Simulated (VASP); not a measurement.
# Ga3As3N2 in VASP: notebook

Ga3As3N2 is run at these levels: PBE+D3(BJ); tasks: single point.

Program: VASP 6.6.1. These are calculated values, not measurements. Logs are shortened: lines on timing, memory, paths and dates and some standing lists are left out, and cuts for length are marked.

### Step 1. The cell of the first run

The cell holds a slab with vacuum, 8 atoms: a = 4.014 Å, b = 5.676 Å, c = 22.885 Å, α = 90.00°, β = 90.00°, γ = 90.00°.

### Step 2. Single point, PBE+D3(BJ)

INCAR

```
  PREC = Accurate
  ENCUT = 520
  EDIFF = 1E-6
  ISMEAR = 0
  SIGMA = 0.05
  LREAL = False
  LASPH = True
  NELM = 80
  ALGO = Normal
  ISIF = 2
  LWAVE = False
  LCHARG = True
  LDIPOL = True
  IDIPOL = 3
  DIPOL = 0.5 0.5 0.326
  GGA = PE
  IVDW = 12
  LELF = True
  LVHAR = True
  LVACPOTAV = True
  NBANDS = 42
```

KPOINTS

```
regular mesh
0
Gamma
  7 5 1
```

POSCAR

```
Ga3As3N2
1.0
    4.0137031116      0.0000000000      0.0000000000
    0.0000000000      5.6762333758      0.0000000000
    0.0000000000      0.0000000000     22.8852699092
Ga As N
3 3 2
Direct
    0.5000000000      0.5000000000      0.1747849169
    0.0000000000      0.0653835254      0.2732733389
    0.5000000000      0.4894639615      0.3292030243
    0.0000000000      0.2500000000      0.1747849169
    0.5000000000      0.8102208702      0.2554204538
    0.0000000000      0.2887573197      0.3664046761
    0.5000000000      0.7887573197      0.4931237409
    0.5000000000      0.7887573197      0.5411895931
```

Potentials or basis: VASP PAW PBE potentials, release 64 (Ga_d, As, N).

The run is started by

```bash
$ cat potpaw_PBE.64/Ga_d/POTCAR potpaw_PBE.64/As/POTCAR potpaw_PBE.64/N/POTCAR > POTCAR
$ mpirun -np 1 vasp_std > vasp.out
```

OUTCAR:

```text
PREC = Accurate
   ENCUT = 520
   EDIFF = 1E-6
   ISMEAR = 0
   LREAL = False
   LASPH = True
   NELM = 80
   ISIF = 2
   GGA = PE
   IVDW = 12
 IVDW          = 12

 ion  position               nearest neighbor table
   1  0.500  0.500  0.175-   4 2.46   4 2.46   5 2.55
   2  0.000  0.065  0.273-   6 2.48   4 2.49   5 2.51   5 2.51
   3  0.500  0.489  0.329-   6 2.46   6 2.46   5 2.48
   4  0.000  0.250  0.175-   1 2.46   1 2.46   2 2.49
   5  0.500  0.810  0.255-   3 2.48   2 2.51   2 2.51   1 2.55
   6  0.000  0.289  0.366-   3 2.46   3 2.46   2 2.48
   7  0.500  0.789  0.493-   8 1.10
   8  0.500  0.789  0.541-   7 1.10

  LATTYP: Found a simple orthorhombic cell.
 ALAT       =     4.0137031116
 B/A-ratio  =     1.4142135624
 C/A-ratio  =     5.7017844302

  Lattice vectors:

 A1 = (   4.0137031116,   0.0000000000,   0.0000000000)
 A2 = (   0.0000000000,   5.6762333758,   0.0000000000)
 A3 = (   0.0000000000,   0.0000000000,  22.8852699092)

Analysis of symmetry for initial positions (statically):
=====================================================================
 Subroutine PRICEL returns:
 Original cell was already a primitive cell.

 Routine SETGRP: Setting up the symmetry group for a
 simple orthorhombic supercell.

 Subroutine GETGRP returns: Found  2 space group operations
 (whereof  2 operations were pure point group operations)
 out of a pool of  8 trial point group operations.

The static configuration has the point symmetry C_1h.

Analysis of symmetry for dynamics (positions and initial velocities):
=====================================================================
 Subroutine PRICEL returns:
 Original cell was already a primitive cell.

 Routine SETGRP: Setting up the symmetry group for a
 simple orthorhombic supercell.

 Subroutine GETGRP returns: Found  2 space group operations
 (whereof  2 operations were pure point group operations)
 out of a pool of  8 trial point group operations.

The dynamic configuration has the point symmetry C_1h.

 Subroutine INISYM returns: Found  2 space group operations
 (whereof  2 operations are pure point group operations),
 and found     1 'primitive' translations

----------------------------------------------------------------------------------------

                                     Primitive cell

  volume of cell :     521.3886

  direct lattice vectors                    reciprocal lattice vectors
     4.013703112  0.000000000  0.000000000     0.249146479  0.000000000  0.000000000
     0.000000000  5.676233376  0.000000000     0.000000000  0.176173165  0.000000000
     0.000000000  0.000000000 22.885269909     0.000000000  0.000000000  0.043696229

  length of vectors
     4.013703112  5.676233376 22.885269909     0.249146479  0.176173165  0.043696229

  position of ions in fractional coordinates (direct lattice)
     0.500000000  0.500000000  0.174784917
     0.000000000  0.065383525  0.273273339
     0.500000000  0.489463962  0.329203024
     0.000000000  0.250000000  0.174784917
     0.500000000  0.810220870  0.255420454
     0.000000000  0.288757320  0.366404676
     0.500000000  0.788757320  0.493123741
     0.500000000  0.788757320  0.541189593

  ion indices of the primitive-cell ions
   primitive index   ion index
                 1           1
                 2           2
                 3           3
                 4           4
                 5           5
                 6           6
                 7           7
                 8           8

----------------------------------------------------------------------------------------

 KPOINTS: regular mesh

Automatic generation of k-mesh.
 Grid dimensions read from file:
 generate k-points for:    7    5    1

 Generating k-lattice:

  Cartesian coordinates                     Fractional coordinates (reciprocal lattice)
     0.035592354  0.000000000  0.000000000     0.142857143  0.000000000  0.000000000
     0.000000000  0.035234633  0.000000000     0.000000000  0.200000000  0.000000000
     0.000000000  0.000000000  0.043696229     0.000000000  0.000000000  1.000000000

  Length of vectors
     0.035592354  0.035234633  0.043696229

  Shift w.r.t. Gamma in fractional coordinates (k-lattice)
     0.000000000  0.000000000  0.000000000

 Subroutine IBZKPT returns following result:
 ===========================================

 Found     12 irreducible k-points:

 Following reciprocal coordinates:
            Coordinates               Weight
  0.000000  0.000000  0.000000      1.000000
  0.142857  0.000000  0.000000      2.000000
  0.285714  0.000000  0.000000      2.000000
  0.428571  0.000000  0.000000      2.000000
  0.000000  0.200000  0.000000      2.000000
  0.142857  0.200000  0.000000      4.000000
  0.285714  0.200000  0.000000      4.000000
  0.428571  0.200000  0.000000      4.000000
  0.000000  0.400000  0.000000      2.000000
  0.142857  0.400000  0.000000      4.000000
  0.285714  0.400000  0.000000      4.000000
  0.428571  0.400000  0.000000      4.000000
   k-points           NKPTS =     12   k-points in BZ     NKDIM =     12   number of bands    NBANDS=     42
   number of dos      NEDOS =    301   number of ions     NIONS =      8
   total plane-waves  NPLWV = 226800
   dimension x,y,z NGX =    30 NGY =   42 NGZ =  180
   dimension x,y,z NGXF=    60 NGYF=   84 NGZF=  360
   ions per type =               3   3   2
   NGX,Y,Z   is equivalent  to a cutoff of  12.43, 12.30, 13.08 a.u.
   NGXF,Y,Z  is equivalent  to a cutoff of  24.85, 24.60, 26.15 a.u.
 SYSTEM =  unknown system
   PREC   = accura    normal or accurate (medium, high low for compatibility)
   ISTART =      0    job   : 0-new  1-cont  2-samecut
   ICHARG =      2    charge: 1-file 2-atom 10-const
   ISPIN  =      1    spin polarized calculation?
   LNONCOLLINEAR =      F non collinear calculations
   LSORBIT =      F    spin-orbit coupling
   LASPH  =      T    aspherical Exc in radial PAW
   ENCUT  =  520.0 eV  38.22 Ry    6.18 a.u.   7.46 10.55 42.55*2*pi/ulx,y,z
   NELM   =     80;   NELMIN=  2; NELMDL= -5     # of ELM steps
   EDIFF  = 0.1E-05   stopping-criterion for ELM
   LREAL  =      F    real-space projection
   EDIFFG = 0.1E-04   stopping-criterion for IOM
   NSW    =      0    number of steps for IOM
   IBRION =     -1    ionic relax: 0-MD 1-quasi-New 2-CG
   NFREE  =      0    steps in history (QN), initial steepest desc. (CG)
   ISIF   =      2    stress and relaxation
   ISYM   =      2    0-nonsym 1-usesym 2-fastsym
   POTIM  = 0.5000    time-step for ionic-motion
   TEBEG  =    0.0;   TEEND  =   0.0 temperature during run
   PSTRESS=    0.0 pullay stress
   NELECT =      64.0000    total number of electrons
   NUPDOWN=      -1.0000    fix difference up-down
   EMIN   =  10.00;   EMAX   =-10.00  energy-range for DOS
   EFERMI =   0.00;   METHOD = LEGACY
   ISMEAR =     0;   SIGMA  =   0.05  broadening in eV -4-tet -1-fermi 0-gaus
   EFERMI_NEDOS =   21; number of points for ismear=-14 and -15
   IALGO  =     38    algorithm
   IMIX   =      4    mixing-type and parameters
     AMIX     =   0.40;   BMIX     =  1.00
     AMIX_MAG =   1.60;   BMIX_MAG =  1.00
  volume/ion in A,a.u.               =      65.17       439.81
  Fermi-wavevector in a.u.,A,eV,Ry     =   0.813606  1.537493  9.006448  0.661955
  Thomas-Fermi vector in A             =   1.923362
   LORBIT       =      0    0 simple, 1 ext, 2 COOP (PROOUT), +10 PAW based schemes
   GGA     = PE    functional components
   LHFCALC =     F    Hartree Fock is set to
   AEXX    =    0.0000 exact exchange contribution
   IVDW    =    12    specifies the selected vdW correction
   LEPSILON=     F    determine dielectric tensor
   LRPA    =     F    only Hartree local field effects (RPA)
 non-spin polarized calculation
 Gauss-broadening in eV      SIGMA  =   0.05
  energy-cutoff  :      520.00
  volume of cell :      521.39
 maximum number of plane-waves:     14091
 NGX is ok and might be reduce to    30
   NGX = 15   NGY = 21   NGZ = 85

 dipolmoment           0.000000      0.000000     -0.003472 electrons x Angstroem

 number of electron      64.0000016 magnetization

 dipolmoment           0.000000      0.000000      0.038186 electrons x Angstroem

 Free energy of the ion-electron system (eV)
  ---------------------------------------------------
  ext. energy  EPLUGINS =         0.00000000
  ---------------------------------------------------
  free energy    TOTEN  =       -39.41595386 eV

  energy without entropy =      -39.41595386  energy(sigma->0) =      -39.41595386

 E-fermi :  -2.0118     XC(G=0):  -3.8334

 val. band max:       -2.2129713714   @ k =   0.0000   0.0000   0.0000
 cond. band min:      -1.8055890220   @ k =   0.4286   0.0000   0.0000
 fundamental gap:      0.4073823493
 Fermi energy:        -2.0117539395

 k-point     1 :       0.0000    0.0000    0.0000
  band No.  band energies     occupation
      1     -25.9211      2.00000
      2     -17.1907      2.00000
      3     -17.1337      2.00000
      4     -17.1178      2.00000
      5     -17.0925      2.00000
      6     -17.0691      2.00000
[... 34 lines left out ...]
     41       2.1594      0.00000
     42       2.2550      0.00000

 k-point     2 :       0.1429    0.0000    0.0000
  band No.  band energies     occupation
      1     -25.9192      2.00000
      2     -17.1876      2.00000
      3     -17.1308      2.00000
      4     -17.1172      2.00000
      5     -17.0920      2.00000
      6     -17.0717      2.00000
[... 34 lines left out ...]
     41       2.0718      0.00000
     42       2.2773      0.00000

 k-point     3 :       0.2857    0.0000    0.0000
  band No.  band energies     occupation
      1     -25.9148      2.00000
      2     -17.1809      2.00000
      3     -17.1240      2.00000
      4     -17.1154      2.00000
      5     -17.0912      2.00000
      6     -17.0788      2.00000
[... 357 lines left out ...]
      4     -17.1158      2.00000
      5     -17.0911      2.00000
      6     -17.0790      2.00000
[... 34 lines left out ...]
     41       2.7398      0.00000
     42       3.2648      0.00000

 k-point    12 :       0.4286    0.4000    0.0000
  band No.  band energies     occupation
      1     -25.9110      2.00000
      2     -17.1722      2.00000
      3     -17.1173      2.00000
      4     -17.1125      2.00000
      5     -17.0939      2.00000
      6     -17.0871      2.00000
[... 34 lines left out ...]
     41       2.8112      0.00000
     42       3.1197      0.00000

------------------------ aborting loop because EDIFF is reached ----------------------------------------

 Edisp (eV)   -1.27146

 E8    (eV) :    -0.5746

  FORCE on cell =-STRESS in cart. coord.  units (eV):
  Direction    XX          YY          ZZ          XY          YZ          ZX
  --------------------------------------------------------------------------------------
  -------------------------------------------------------------------------------------
  Total      -2.11150    -2.69170     2.09101     0.00000    -0.04940     0.00000
  in kB      -6.48845    -8.27133     6.42548     0.00000    -0.15179     0.00000
  external pressure =       -2.78 kB  Pullay stress =        0.00 kB

 VOLUME and BASIS-vectors are now :
 -----------------------------------------------------------------------------
  energy-cutoff  :      520.00
  volume of cell :      521.39
      direct lattice vectors                 reciprocal lattice vectors
     4.013703112  0.000000000  0.000000000     0.249146479  0.000000000  0.000000000
     0.000000000  5.676233376  0.000000000     0.000000000  0.176173165  0.000000000
     0.000000000  0.000000000 22.885269909     0.000000000  0.000000000  0.043696229

 POSITION                                       TOTAL-FORCE (eV/Angst)
 -----------------------------------------------------------------------------------
      2.00685      2.83812      4.00000         0.000000     -0.307522      1.034794
      0.00000      0.37113      6.25393         0.000000     -0.013648      0.023759
      2.00685      2.77831      7.53390         0.000000      0.017669      0.030259
      0.00000      1.41906      4.00000         0.000000      0.314537     -1.059814
      2.00685      4.59900      5.84537         0.000000      0.009343     -0.014573
      0.00000      1.63905      8.38527         0.000000     -0.013744      0.047331
      2.00685      4.47717     11.28527         0.000000     -0.015106     -2.152604
      2.00685      4.47717     12.38527         0.000000      0.008470      2.090848
 -----------------------------------------------------------------------------------
    total drift:                                0.000000     -0.000244      0.000633

  FREE ENERGIE OF THE ION-ELECTRON SYSTEM (eV)
  ---------------------------------------------------
  free  energy   TOTEN  =       -40.6874163203 eV

  energy  without entropy=      -40.6874163202  energy(sigma->0) =      -40.68741632

 vacuum level on the upper side and lower side of the slab         2.723         2.420
```

Wall time 5.4 min (1 thread of Intel Xeon Platinum 8488C (Sapphire Rapids), shared host); peak memory 0.63 GiB.

What came out:

* Free energy: -40.6874 eV
* Largest force: 2.153 eV/Å
* Band gap on the k mesh: 0.41 eV (least direct gap 0.76 eV)
* Dispersion energy per atom: -0.159 eV

Forces in eV/Å, atoms in the order of the input:
```
Ga   0.000 -0.308  1.035
Ga   0.000 -0.014  0.024
Ga   0.000  0.018  0.030
As   0.000  0.315 -1.060
As   0.000  0.009 -0.015
As   0.000 -0.014  0.047
N    0.000 -0.015 -2.153
N    0.000  0.008  2.091
```

Levels at points of the mesh, in eV from the valence-band top:
```
           k point  band 30  band 31  band 32  band 33  band 34  band 35
(0.00, 0.00, 0.00)    -0.89    -0.85     0.00     0.76     1.61     2.32
```

Caveat: the standard files for N, O and F lose accuracy on very short bonds; semilocal functionals underestimate gaps, and a narrow one can read as zero.

(Continued in part 2 of 2.)
